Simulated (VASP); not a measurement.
The system is HfC.

```xyz
2
Lattice="0.0000 2.3250 2.3250 2.3250 0.0000 2.3250 2.3250 2.3250 0.0000" Properties=species:S:1:pos:R:3 pbc="T T T"
Hf    2.3174    2.2719    2.3181
C     0.0297   -0.0376    0.0215
```

Base run:

* Program: VASP 6.6.1
* Functional: PBE
* Potentials or basis: VASP PAW PBE potentials, release 64 (Hf_pv, C)
* Cutoff: 520 eV
* k mesh: 7 × 7 × 7
* Occupations: methfessel-paxton, width 0.1 eV
* Spin: no spin polarisation
* Hubbard terms: Hf d U = 3.5 eV

Its results: band gap on the k mesh zero (band 7 reaches 7.21 eV, above the bottom of band 8 at 6.08 eV); pressure 12.4 GPa; largest force 0.533 eV/Å.

**Question.** The run is repeated on the same cell with these changes: occupations from methfessel-paxton, width 0.1 eV to methfessel-paxton, width 0.05 eV; hubbard terms from Hf d U = 3.5 eV to none. What comes out?

**Answer.** Band gap on the k mesh zero (band 7 reaches 6.89 eV, above the bottom of band 8 at 5.60 eV); pressure -0.3 GPa; largest force 0.349 eV/Å.

Caveats: spin-orbit coupling is left out, which moves the levels of the heavy elements; U without spin polarisation on a metal has little footing (some runs); the U is typed as a test and isn't derived for this compound (some runs).
